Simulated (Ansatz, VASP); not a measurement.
## Two plane-wave programs on CaF2

```xyz
3
Lattice="0.0000 2.6628 2.6628 2.6628 0.0000 2.6628 2.6628 2.6628 0.0000" Properties=species:S:1:pos:R:3 pbc="T T T"
Ca    0.0000    0.0000    0.0000
F     1.3314    1.3314    1.3314
F     3.9941    3.9941    3.9941
```

Alike in both runs: functional LDA; k mesh 8 × 8 × 8; no spin polarisation.

Ansatz relaxed the structure, and its values are those at the end. VASP's run is a single point on that final structure, the one shown.

|  | VASP | Ansatz |
| --- | --- | --- |
| version | VASP 6.6.1 | Ansatz 0.2.0 |
| potentials or method | VASP PAW LDA potentials, release 64 (Ca_sv, F), cutoff 600 eV | scalar-relativistic, plane waves, PAW |
| occupations | gaussian, width 0.01 eV | fixed |
| valence electrons in the cell | 24 | 24 |

Ansatz gave:

| Property | Result |
| --- | --- |
| gap on the k mesh at the Fermi level (eV) | 7.38 |
| least direct gap on the mesh (eV) | 7.65 |
| pressure (GPa) | 0.0 |

**Question.** Estimate VASP's values.

**Answer.** gap on the k mesh at the Fermi level (eV): 7.36; least direct gap on the mesh (eV): 7.63; pressure (GPa): 0.5.

Ansatz warns that its potentials were made for another functional, while VASP's fit it. LDA's correlation is that of Perdew and Zunger in VASP and of Perdew and Wang (1992) in Ansatz.
